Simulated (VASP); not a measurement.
Wanted: the native input for a VASP 6.6.1 run.

- Task: relaxation of cell and atoms
- Functional: PBE
- Potentials or basis: VASP PAW PBE potentials, release 64 (Zn, O)
- Cutoff: 600 eV
- k mesh: 11 × 11 × 6
- Occupations: fermi-dirac, width 0.05 eV
- Spin: no spin polarisation
- Target pressure: 34 GPa
- Dipole correction: no
- Further INCAR settings: ALGO = Normal; EDIFF = 1e-07; IBRION = 2; EDIFFG = -0.005; NSW = 60; ISIF = 3

The structure of ZnO (NiAs type) lies in POSCAR:

```
ZnO
1.0
    2.9724407121      0.0000000000      0.0000000000
   -1.4862203560      2.5742091679      0.0000000000
    0.0000000000      0.0000000000      4.6072831038
Zn O
2 2
Direct
    0.0000000000      0.0000000000      0.0000000000
    0.0000000000      0.0000000000      0.5000000000
    0.3333333333      0.6666666667      0.2500000000
    0.6666666667      0.3333333333      0.7500000000
```

One way to write it, as run:

INCAR

```
SYSTEM = ZnO
PREC     = Accurate       ! precision mode
ENCUT    = 600            ! plane-wave cutoff, eV
EDIFF    = 1E-7           ! SCF threshold, eV
ISMEAR   = -1             ! smearing method
SIGMA    = 0.05           ! smearing width, eV
LREAL    = .False.        ! projectors in reciprocal space
LASPH    = .True.         ! aspherical terms in the spheres
NELM     = 80             ! most SCF steps
ALGO     = Normal         ! electronic algorithm
ISIF     = 3              ! what is computed and relaxed
LWAVE    = .False.        ! write WAVECAR
LCHARG   = .False.        ! write CHGCAR
GGA      = PE             ! functional
IBRION   = 2              ! ionic algorithm
NSW      = 60             ! ionic steps
EDIFFG   = -0.005         ! ionic threshold
PSTRESS  = 340.0
```

KPOINTS

```
Automatic mesh
0
Gamma
  11 11 6
  0 0 0
```

Potentials or basis: VASP PAW PBE potentials, release 64 (Zn, O).

Command:

```bash
$ cat potpaw_PBE.64/Zn/POTCAR potpaw_PBE.64/O/POTCAR > POTCAR
$ mpirun -np 1 vasp_std > vasp.out
```

Results of the run:

| Item | Value |
| --- | --- |
| Relaxed volume | 8.89 Å³/atom |
| Relaxed cell | a = 2.863 Å, b = 2.863 Å, c = 5.007 Å, α = 90.00°, β = 90.00°, γ = 120.00° |
| Space group after relaxing (to 0.05 Å) | P6_3/mmc (No. 194) |
| Energy change on relaxing (the enthalpy is what falls) | -93.7 meV/atom |
| Ionic steps | 10 |
| Pressure after relaxing | 34.0 GPa |
| Band gap on the k mesh | 1.22 eV, direct |

Caveat: the cell is relaxed towards a set pressure, so the enthalpy falls and the energy may rise.

It took 3.9 min on 1 thread of Intel Xeon 6975P-C, with other jobs on the host, peak memory 0.2 GiB.
